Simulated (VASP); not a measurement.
# BP (zinc blende) (F-43m) in VASP: a series of runs

Runs on BP (zinc blende). Level: PBEsol. Tasks: single point.

Program: VASP 6.6.1. These are calculated values, not measurements. Logs are shortened: lines on timing, memory, paths and dates and some standing lists are left out, and cuts for length are marked.

### 1 The cell of the first run

Symmetry: F-43m, No. 216, cubic system. Conventional cell: a = 3.825 Å, b = 3.825 Å, c = 3.825 Å, α = 90.00°, β = 90.00°, γ = 90.00°. Within 2.2 Å of B (site symmetry -43m) lie 4 P at 1.66 Å. Within 2.2 Å of P (site symmetry -43m) lie 4 B at 1.66 Å.

### 2 Single point, PBEsol (volume scaled by 0.6)

Input file INCAR:

```
  ALGO = Normal
  EDIFF = 1E-6
  ENCUT = 500
  GGA = PS
  GGA_COMPAT = False
  ISIF = 2
  ISMEAR = 0
  LASPH = True
  LCHARG = False
  LREAL = False
  LWAVE = False
  NBANDS = 11
  NELM = 120
  PREC = Accurate
  SIGMA = 0.05
```

Input file KPOINTS:

```
k-points
0
Gamma
  12 12 12
```

Input file POSCAR:

```
BP
1.0
    0.0000000000      1.9124835686      1.9124835686
    1.9124835686      0.0000000000      1.9124835686
    1.9124835686      1.9124835686      0.0000000000
B P
1 1
Direct
    0.0000000000      0.0000000000      0.0000000000
    0.2500000000      0.2500000000      0.2500000000
```

Potentials or basis: VASP PAW PBE potentials, release 64 (B, P).

The run is started by

```console
> cat potpaw_PBE.64/B/POTCAR potpaw_PBE.64/P/POTCAR > POTCAR
> mpirun -np 1 vasp_std > vasp.out
```

OUTCAR:

```text
EDIFF = 1E-6
   ENCUT = 500
   GGA = PS
   ISIF = 2
   ISMEAR = 0
   LASPH = True
   LREAL = False
   NELM = 120
   PREC = Accurate

 ion  position               nearest neighbor table
   1  0.000  0.000  0.000-   2 1.66   2 1.66   2 1.66   2 1.66
   2  0.250  0.250  0.250-   1 1.66   1 1.66   1 1.66   1 1.66

  LATTYP: Found a face centered cubic cell.
 ALAT       =     3.8249671372

  Lattice vectors:

 A1 = (   0.0000000000,   1.9124835686,   1.9124835686)
 A2 = (   1.9124835686,   0.0000000000,   1.9124835686)
 A3 = (   1.9124835686,   1.9124835686,   0.0000000000)

Analysis of symmetry for initial positions (statically):
=====================================================================
 Subroutine PRICEL returns:
 Original cell was already a primitive cell.

 Routine SETGRP: Setting up the symmetry group for a
 face centered cubic supercell.

 Subroutine GETGRP returns: Found 24 space group operations
 (whereof 24 operations were pure point group operations)
 out of a pool of 48 trial point group operations.

The static configuration has the point symmetry T_d .

Analysis of symmetry for dynamics (positions and initial velocities):
=====================================================================
 Subroutine PRICEL returns:
 Original cell was already a primitive cell.

 Routine SETGRP: Setting up the symmetry group for a
 face centered cubic supercell.

 Subroutine GETGRP returns: Found 24 space group operations
 (whereof 24 operations were pure point group operations)
 out of a pool of 48 trial point group operations.

The dynamic configuration has the point symmetry T_d .

 Subroutine INISYM returns: Found 24 space group operations
 (whereof 24 operations are pure point group operations),
 and found     1 'primitive' translations

----------------------------------------------------------------------------------------

                                     Primitive cell

  volume of cell :      13.9902

  direct lattice vectors                    reciprocal lattice vectors
     0.000000000  1.912483569  1.912483569    -0.261440155  0.261440155  0.261440155
     1.912483569  0.000000000  1.912483569     0.261440155 -0.261440155  0.261440155
     1.912483569  1.912483569  0.000000000     0.261440155  0.261440155 -0.261440155

  length of vectors
     2.704660201  2.704660201  2.704660201     0.452827631  0.452827631  0.452827631

  position of ions in fractional coordinates (direct lattice)
     0.000000000  0.000000000  0.000000000
     0.250000000  0.250000000  0.250000000

  ion indices of the primitive-cell ions
   primitive index   ion index
                 1           1
                 2           2

----------------------------------------------------------------------------------------

 KPOINTS: k-points

Automatic generation of k-mesh.
 Grid dimensions read from file:
 generate k-points for:   12   12   12

 Generating k-lattice:

  Cartesian coordinates                     Fractional coordinates (reciprocal lattice)
    -0.021786680  0.021786680  0.021786680     0.083333333  0.000000000  0.000000000
     0.021786680 -0.021786680  0.021786680     0.000000000  0.083333333  0.000000000
     0.021786680  0.021786680 -0.021786680     0.000000000  0.000000000  0.083333333

  Length of vectors
     0.037735636  0.037735636  0.037735636

  Shift w.r.t. Gamma in fractional coordinates (k-lattice)
     0.000000000  0.000000000  0.000000000

 Subroutine IBZKPT returns following result:
 ===========================================

 Found     72 irreducible k-points:

 Following reciprocal coordinates:
            Coordinates               Weight
  0.000000  0.000000  0.000000      1.000000
  0.083333  0.000000  0.000000      8.000000
  0.166667  0.000000  0.000000      8.000000
  0.250000  0.000000  0.000000      8.000000
  0.333333  0.000000  0.000000      8.000000
  0.416667  0.000000  0.000000      8.000000
[... 16 lines left out ...]
  0.500000  0.166667  0.000000     24.000000
 -0.416667  0.166667  0.000000     24.000000
 [... further k-points ...]
   k-points           NKPTS =     72   k-points in BZ     NKDIM =     72   number of bands    NBANDS=     11
   number of dos      NEDOS =    301   number of ions     NIONS =      2
   total plane-waves  NPLWV =   8000
   dimension x,y,z NGX =    20 NGY =   20 NGZ =   20
   dimension x,y,z NGXF=    40 NGYF=   40 NGZF=   40
   ions per type =               1   1
   NGX,Y,Z   is equivalent  to a cutoff of  12.29, 12.29, 12.29 a.u.
   NGXF,Y,Z  is equivalent  to a cutoff of  24.59, 24.59, 24.59 a.u.
 SYSTEM =  unknown system
   PREC   = accura    normal or accurate (medium, high low for compatibility)
   ISTART =      0    job   : 0-new  1-cont  2-samecut
   ICHARG =      2    charge: 1-file 2-atom 10-const
   ISPIN  =      1    spin polarized calculation?
   LNONCOLLINEAR =      F non collinear calculations
   LSORBIT =      F    spin-orbit coupling
   LASPH  =      T    aspherical Exc in radial PAW
   ENCUT  =  500.0 eV  36.75 Ry    6.06 a.u.   4.93  4.93  4.93*2*pi/ulx,y,z
   NELM   =    120;   NELMIN=  2; NELMDL= -5     # of ELM steps
   EDIFF  = 0.1E-05   stopping-criterion for ELM
   LREAL  =      F    real-space projection
   EDIFFG = 0.1E-04   stopping-criterion for IOM
   NSW    =      0    number of steps for IOM
   IBRION =     -1    ionic relax: 0-MD 1-quasi-New 2-CG
   NFREE  =      0    steps in history (QN), initial steepest desc. (CG)
   ISIF   =      2    stress and relaxation
   ISYM   =      2    0-nonsym 1-usesym 2-fastsym
   POTIM  = 0.5000    time-step for ionic-motion
   TEBEG  =    0.0;   TEEND  =   0.0 temperature during run
   PSTRESS=    0.0 pullay stress
   NELECT =       8.0000    total number of electrons
   NUPDOWN=      -1.0000    fix difference up-down
   EMIN   =  10.00;   EMAX   =-10.00  energy-range for DOS
   EFERMI =   0.00;   METHOD = LEGACY
   ISMEAR =     0;   SIGMA  =   0.05  broadening in eV -4-tet -1-fermi 0-gaus
   EFERMI_NEDOS =   21; number of points for ismear=-14 and -15
   IALGO  =     38    algorithm
   IMIX   =      4    mixing-type and parameters
     AMIX     =   0.40;   BMIX     =  1.00
     AMIX_MAG =   1.60;   BMIX_MAG =  1.00
  volume/ion in A,a.u.               =       7.00        47.21
  Fermi-wavevector in a.u.,A,eV,Ry     =   1.358826  2.567808 25.121900  1.846408
  Thomas-Fermi vector in A             =   2.485626
   LORBIT       =      0    0 simple, 1 ext, 2 COOP (PROOUT), +10 PAW based schemes
   GGA     = PS    functional components
   LHFCALC =     F    Hartree Fock is set to
   AEXX    =    0.0000 exact exchange contribution
   IVDW    =     0    specifies the selected vdW correction
   LEPSILON=     F    determine dielectric tensor
   LRPA    =     F    only Hartree local field effects (RPA)
 non-spin polarized calculation
 Gauss-broadening in eV      SIGMA  =   0.05
  energy-cutoff  :      500.00
  volume of cell :       13.99
 maximum number of plane-waves:       366
   NGX =  9   NGY =  9   NGZ =  9

 number of electron       7.9999999 magnetization

 Free energy of the ion-electron system (eV)
  ---------------------------------------------------
  ext. energy  EPLUGINS =         0.00000000
  ---------------------------------------------------
  free energy    TOTEN  =        -9.60394725 eV

  energy without entropy =       -9.60393906  energy(sigma->0) =       -9.60394316

 E-fermi :  14.5505     XC(G=0): -13.3340

 val. band max:       14.4717027073   @ k =   0.0000   0.0000   0.0000
 cond. band min:      14.6292480318   @ k =   0.5000   0.5000   0.0000
 fundamental gap:      0.1575453245
 Fermi energy:        14.5504800284

 k-point     1 :       0.0000    0.0000    0.0000
  band No.  band energies     occupation
      1      -6.1670      2.00000
      2      14.4717      1.97413
      3      14.4717      1.97413
      4      14.4717      1.97413
      5      19.5364      0.00000
      6      19.5364      0.00000
      7      19.5364      0.00000
      8      28.6536      0.00000
      9      28.6536      0.00000
     10      29.3337      0.00000
     11      31.7777      0.00000

 k-point     2 :       0.0833    0.0000    0.0000
  band No.  band energies     occupation
      1      -5.9840      2.00000
      2      13.2467      2.00000
      3      14.2064      2.00000
      4      14.2064      2.00000
      5      19.9381      0.00000
      6      19.9381      0.00000
      7      20.1507      0.00000
      8      27.7640      0.00000
      9      27.7640      0.00000
     10      29.1113      0.00000
     11      31.9025      0.00000

 k-point     3 :       0.1667    0.0000    0.0000
  band No.  band energies     occupation
      1      -5.4367      2.00000
      2      10.7470      2.00000
      3      13.6456      2.00000
      4      13.6456      2.00000
      5      20.6741      0.00000
      6      20.6741      0.00000
      7      21.0041      0.00000
      8      26.7511      0.00000
      9      26.7511      0.00000
     10      28.4065      0.00000
     11      32.7255      0.00000

 k-point     4 :       0.2500    0.0000    0.0000
  band No.  band energies     occupation
      1      -4.5310      2.00000
      2       7.9735      2.00000
      3      13.0921      2.00000
      4      13.0921      2.00000
      5      20.8292      0.00000
      6      20.8292      0.00000
      7      21.5296      0.00000
      8      27.1220      0.00000
      9      27.1220      0.00000
     10      27.6028      0.00000
     11      33.8409      0.00000
[... 239 lines left out ...]
 k-point    22 :       0.4167    0.1667    0.0000
  band No.  band energies     occupation
      1      -2.1608      2.00000
      2       4.9606      2.00000
      3      10.6870      2.00000
      4      10.7419      2.00000
      5      17.6015      0.00000
      6      22.9095      0.00000
      7      23.2530      0.00000
      8      25.6859      0.00000
      9      31.1435      0.00000
     10      33.1405      0.00000
     11      36.6094      0.00000

 k-point    23 :       0.5000    0.1667    0.0000
  band No.  band energies     occupation
      1      -0.5683      2.00000
      2       2.6895      2.00000
      3       9.9051      2.00000
      4      10.9133      2.00000
      5      17.6992      0.00000
      6      22.4865      0.00000
      7      24.0314      0.00000
      8      27.1573      0.00000
      9      30.6858      0.00000
     10      33.3051      0.00000
     11      36.5684      0.00000

 k-point    24 :      -0.4167    0.1667    0.0000
  band No.  band energies     occupation
      1      -0.0849      2.00000
      2       2.1103      2.00000
      3       9.3412      2.00000
      4      11.3602      2.00000
      5      18.1395      0.00000
      6      21.9381      0.00000
      7      24.2919      0.00000
      8      28.9738      0.00000
      9      30.5282      0.00000
     10      30.5983      0.00000
     11      35.9539      0.00000

 [... further k-points ...]
[... 5 lines left out ...]
  --------------------------------------------------------------------------------------
  -------------------------------------------------------------------------------------
  Total       18.3751522     18.3751522     18.3751522     -0.0000000     -0.0000000      0.0000000
  in kB     2104.3520351   2104.3520351   2104.3520351     -0.0000000     -0.0000000      0.0000000
  external PRESSURE =    2104.3520351 kB  Pullay stress =       0.0000000 kB

 VOLUME and BASIS-vectors are now :
 -----------------------------------------------------------------------------
  energy-cutoff  :      500.00
  volume of cell :       13.99
      direct lattice vectors                 reciprocal lattice vectors
     0.000000000  1.912483569  1.912483569    -0.261440155  0.261440155  0.261440155
     1.912483569  0.000000000  1.912483569     0.261440155 -0.261440155  0.261440155
     1.912483569  1.912483569  0.000000000     0.261440155  0.261440155 -0.261440155

 POSITION                                       TOTAL-FORCE (eV/Angst)
 -----------------------------------------------------------------------------------
      0.00000      0.00000      0.00000        -0.000000     -0.000000     -0.000000
      0.95624      0.95624      0.95624         0.000000      0.000000      0.000000
 -----------------------------------------------------------------------------------
    total drift:                               -0.000000     -0.000000      0.000000

  FREE ENERGIE OF THE ION-ELECTRON SYSTEM (eV)
  ---------------------------------------------------
  free  energy   TOTEN  =        -9.6039472545 eV

  energy  without entropy=       -9.6039390635  energy(sigma->0) =       -9.60394316
```

It took 12 s on 1 thread of Intel Xeon 8259CL, shared host; peak memory 0.13 GiB.

What came out:

```yaml
Free_energy: -9.6039 eV
Pressure: 210.4 GPa
Band_gap_on_the_k_mesh: 0.16 eV, indirect (least direct gap 4.89 eV)
```

Caveat: the PAW data sets were made with another functional, which shifts forces and pressure a little. A k mesh can miss the band edges.

### 3 Single point, PBEsol (volume scaled by 0.64)

Input file INCAR:

```
SYSTEM = BP
ALGO     = Normal         ! electronic algorithm
EDIFF    = 1E-6           ! SCF threshold, eV
ENCUT    = 500            ! plane-wave cutoff, eV
GGA      = PS             ! functional
GGA_COMPAT= .False.      
ISIF     = 2              ! what is computed and relaxed
ISMEAR   = 0              ! smearing method
LASPH    = .True.         ! aspherical terms in the spheres
LCHARG   = .True.         ! write CHGCAR
LELF     = .True.         ! ELF
LREAL    = .False.        ! projectors in reciprocal space
LVHAR    = .True.       
LWAVE    = .False.        ! write WAVECAR
NBANDS   = 11             ! bands
NELM     = 120            ! most SCF steps
PREC     = Accurate       ! precision mode
SIGMA    = 0.05           ! smearing width, eV
```

Input file KPOINTS:

```
k-points
0
Gamma
  12 12 12
  0 0 0
```

Input file POSCAR:

```
BP
1.0
    0.0000000000      1.9540722639      1.9540722639
    1.9540722639      0.0000000000      1.9540722639
    1.9540722639      1.9540722639      0.0000000000
B P
1 1
Direct
    0.0000000000      0.0000000000      0.0000000000
    0.2500000000      0.2500000000      0.2500000000
```

Potentials or basis: VASP PAW PBE potentials, release 64 (B, P).

The run is started by

```console
> cat potpaw_PBE.64/B/POTCAR potpaw_PBE.64/P/POTCAR > POTCAR
> mpirun -np 1 vasp_std > vasp.out
```

Run time: 13 s. Hardware: 1 thread of Intel Xeon 8259CL, shared host; peak memory 0.13 GiB.

The run converged. Its results:

| Quantity | Value |
| --- | --- |
| Free energy | -10.6888 eV |
| Pressure | 163.7 GPa |
| Band gap on the k mesh | 0.28 eV, indirect (least direct gap 4.62 eV) |

Levels at points of the mesh, in eV from the valence-band top:
```
           k point  band 2  band 3  band 4  band 5  band 6  band 7
(0.00, 0.00, 0.00)    0.00    0.00    0.00    4.70    4.70    4.70
(0.50, 0.00, 0.00)  -12.69   -2.12   -2.12    5.06    5.06    6.89
(0.50, 0.50, 0.00)  -11.03   -5.74   -5.74    0.28    1.41   16.73
```

Caveat: the PAW data sets were made with another functional, which shifts forces and pressure a little. A k mesh can miss the band edges.

(Part 1 of 3 ends here.)
